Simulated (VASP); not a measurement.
Co, 12 atoms in the cell. The cell holds a slab with vacuum, 12 atoms: a = 4.938 Å, b = 4.938 Å, c = 20.993 Å, α = 90.00°, β = 90.00°, γ = 120.00°. 

* Program: VASP 6.6.1
* Task: single point
* Functional: PBE
* Dispersion: D3(BJ)
* Potentials or basis: VASP PAW PBE potentials, release 64 (Co)
* Cutoff: 520 eV
* k mesh: 6 × 6 × 1
* Occupations: gaussian, width 0.1 eV
* Spin: collinear spin, ferromagnetic start
* Starting moments: [1.83, 1.83, 1.83, 1.83, 1.83, 1.83, 1.83, 1.83, 1.83, 1.83, 1.83, 1.83] μB
* Dipole correction: yes
* Further INCAR settings: ALGO = Normal; EDIFF = 1e-06; NBANDS = 70; NELMDL = -8

Potentials or basis: VASP PAW PBE potentials, release 64 (Co).

The run is started by

```console
$ cat potpaw_PBE.64/Co/POTCAR > POTCAR
$ mpirun -np 1 vasp_std > vasp.out
```

Hardware: 1 thread of Intel(R) Xeon(R) Platinum 8559C (Emerald Rapids), on a shared host.

**Question.** How long does it take, and how much memory?

**Answer.** It took 15 min on 1 thread of Intel(R) Xeon(R) Platinum 8559C (Emerald Rapids), on a shared host, peak memory 0.9 GiB. Counts: scf iterations 36, k points 7.
